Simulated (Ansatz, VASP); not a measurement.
# O in VASP and in Ansatz

```xyz
2
Lattice="9.0000 0.0000 0.0000 0.0000 9.5000 0.0000 0.0000 0.0000 10.0000" Properties=species:S:1:pos:R:3 pbc="T T T"
O     4.5000    4.7500    4.4001
O     4.5000    4.7500    5.5999
```

Alike in both runs: functional LDA; k mesh 1 × 1 × 1; occupations fermi-dirac, width 0.02 eV; collinear spin.

Ansatz relaxed the structure, and its values are those at the end. VASP's run is a single point on that final structure, the one shown.

```csv
,VASP,Ansatz
version,VASP 6.6.1,Ansatz 0.2.0
potentials or method,"VASP PAW LDA potentials, release 64 (O), cutoff 520 eV","plane waves, PAW"
valence electrons in the cell,12,12
```

VASP gave:

| Quantity | Value |
| --- | --- |
| rms of the force components (eV/Å) | 1.036 |
| net moment per atom (μB) | 1.00 |
| size of the moment on the site where the two differ most (μB) | 0.80 |

What did Ansatz give for the same quantities?

rms of the force components (eV/Å): 0.001; net moment per atom (μB): 1.00; size of the moment on the site where the two differ most (μB): 0.55.

LDA's correlation is that of Perdew and Zunger in VASP and of Perdew and Wang (1992) in Ansatz. Site moments also hang on the region over which each program counts them. One of these differences is far larger than is usual between the two programs; its cause wasn't traced. Ansatz's warnings: end state compared, stress scf threshold loose.

Noted on VASP's run: the standard files for N, O and F lose accuracy on very short bonds.
